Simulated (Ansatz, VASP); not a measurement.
Ca in VASP and in Ansatz

The input INCAR:

```
SYSTEM = Ca
PREC = Accurate
ENCUT = 600
EDIFF = 1E-7
ISMEAR = 0
SIGMA = 0.1
LREAL = .FALSE.
LASPH = .TRUE.
NELM = 80
ALGO = Fast
ISIF = 3
LWAVE = .FALSE.
LCHARG = .FALSE.
IBRION = 2
NSW = 100
EDIFFG = -0.005
```

The input KPOINTS:

```
Automatic mesh
0
G
  14 14 14
  0 0 0
```

File POSCAR:

```
Ca
1.0
    0.0000000000      2.7942000000      2.7942000000
    2.7942000000      0.0000000000      2.7942000000
    2.7942000000      2.7942000000      0.0000000000
Ca
1
Direct
    0.0000000000      0.0000000000      0.0000000000
```

Input for Ansatz:

```yaml
crystal:
  lattice:
    - [0.0, 2.7942, 2.7942]
    - [2.7942, 0.0, 2.7942]
    - [2.7942, 2.7942, 0.0]
  atoms:
    - { symbol: Ca, position: [0.0, 0.0, 0.0] }
basis:
  ecutwfc: 420
kpoints:
  mp_grid: { grid: [14, 14, 14] }
hamiltonian:
  xc: lda
scf:
  occupations: { method: gaussian, width: 0.1 }
output:
  forces: true
  stress: true
  eigenvalues: true
  write_density: true
  write_potential: true
  elf: true
  volumetric_format: npy
relax:
  adjacent_minimum: "off"
  f_tol: 0.005
  max_steps: 80
  cell: { stress_tol: 0.05 }
```

Alike in both runs: task relaxation of cell and atoms; functional LDA; k mesh 14 × 14 × 14; occupations gaussian, width 0.1 eV; no spin polarisation.

```csv
,VASP,Ansatz
version,VASP 6.6.1,Ansatz 0.2.0
potentials or method,"VASP PAW LDA potentials, release 64 (Ca_sv), cutoff 600 eV","scalar-relativistic, plane waves, PAW"
valence electrons in the cell,10,10
```

|  | VASP | Ansatz | Ansatz less VASP |
| --- | --- | --- | --- |
| gap on the k mesh at the Fermi level, each at its own relaxed structure (eV) | none | none | - |
| relaxed volume (Å³/atom) | 38.04 | 38.04 | -0.003 |
| relaxed cell length with the largest relative difference (Å) | 3.775 | 3.775 | -0.0001 |

LDA's correlation is that of Perdew and Zunger in VASP and of Perdew and Wang (1992) in Ansatz. A gap of «none» marks a metal or a gap that the smearing closes.
